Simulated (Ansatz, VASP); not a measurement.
## Ta: VASP beside Ansatz

File INCAR:

```
PREC = Accurate ; ENCUT = 520
EDIFF = 1E-7 ; ISMEAR = 0
SIGMA = 0.15 ; LREAL = False
LASPH = True ; NELM = 100
ALGO = Normal ; ISIF = 2
LWAVE = False ; LCHARG = False
GGA = PS ; NBANDS = 12
```

Contents of KPOINTS:

```
regular mesh
0
Gamma
  26 26 26
```

File POSCAR:

```
Ta
1.0
   -1.7714805432      1.7714805432      1.7714805432
    1.7714805432     -1.7714805432      1.7714805432
    1.7714805432      1.7714805432     -1.7714805432
Ta
1
Direct
    0.0000000000      0.0000000000      0.0000000000
```

Input for Ansatz:

```yaml
crystal:
  lattice:
    - [-1.7714805432, 1.7714805432, 1.7714805432]
    - [1.7714805432, -1.7714805432, 1.7714805432]
    - [1.7714805432, 1.7714805432, -1.7714805432]
  atoms:
    - { symbol: Ta, position: [0.0, 0.0, 0.0] }
basis:
  ecutwfc: 420
kpoints:
  mp_grid: { grid: [26, 26, 26] }
hamiltonian:
  xc: pbesol
scf:
  occupations: { method: gaussian, width: 0.15 }
output:
  forces: true
  stress: true
  eigenvalues: true
```

Change from the starting cell: strain +0.080 along x and y, +0.080 along z, atoms carried along.

Alike in both runs: task single point; functional PBEsol; k mesh 26 × 26 × 26; occupations gaussian, width 0.15 eV; no spin polarisation.

```csv
,VASP,Ansatz
version,VASP 6.6.1,Ansatz 0.2.0
potentials or method,"VASP PAW PBE potentials, release 64 (Ta_pv), cutoff 520 eV","scalar-relativistic, plane waves, PAW"
valence electrons in the cell,11,13
```

|  | VASP | Ansatz | Ansatz less VASP |
| --- | --- | --- | --- |
| gap on the k mesh at the Fermi level (eV) | none | none | - |
| pressure (GPa) | -30.7 | -30.7 | +0.04 |

VASP's potentials were made for PBE, not for PBEsol. A gap of «none» marks a metal or a gap that the smearing closes. Both programs put the cell under strong tension, so it lies far from rest at this level. VASP's potentials hold 11 valence electrons a cell and Ansatz's 13, so a difference there can come from the potentials and not from the codes.

Neither program's run includes spin-orbit coupling. Noted on VASP's run: the cell as given lies far from equilibrium.
